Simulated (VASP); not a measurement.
**Al3Pt: single point with PBE**

Al3Pt:

```
Al Pt
1.0
     0.00000    3.14361    3.14361
     3.14361    0.00000    3.14361
     3.14361    3.14361    0.00000
Al Pt
3 1
Direct
  0.50000 0.50000 0.50000
  0.75000 0.75000 0.75000
  0.25000 0.25000 0.25000
  0.00000 0.00000 0.00000
```

| Item | Value |
| --- | --- |
| Program | VASP 6.6.1 |
| Task | single point |
| Functional | PBE |
| Potentials or basis | VASP PAW PBE potentials, release 64 (Al, Pt) |
| Cutoff | 520 eV |
| k mesh | 6 × 6 × 6 |
| Occupations | gaussian, width 0.1 eV |
| Spin | no spin polarisation |
| Dipole correction | no |
| Further INCAR settings | ALGO = Fast; EDIFF = 1e-06; NBANDS = 18 |

```
Pressure : -0.2 GPa
```

Levels at points of the mesh, in eV from the Fermi level:
| k point | band 6 | band 7 | band 8 | band 9 | band 10 | band 11 | band 12 | band 13 | band 14 | band 15 |
| --- | --- | --- | --- | --- | --- | --- | --- | --- | --- | --- |
| (0.00, 0.00, 0.00) | -3.88 | -0.18 | -0.18 | -0.18 | 0.58 | 2.10 | 2.61 | 2.61 | 2.61 | 3.49 |
| (0.50, 0.00, 0.00) | -3.67 | -3.67 | -0.74 | -0.66 | -0.66 | 1.26 | 1.26 | 2.62 | 5.99 | 5.99 |
| (0.50, 0.50, 0.00) | -3.80 | -3.70 | -3.70 | -3.45 | -0.77 | 0.80 | 6.24 | 6.24 | 6.47 | 6.71 |

Wall time 16 s on 1 thread of Intel(R) Xeon(R) 6975P-C (Granite Rapids), with other jobs on the host, peak memory 0.2 GiB.

Caveat: spin-orbit coupling is left out, which moves the levels of the heavy elements.
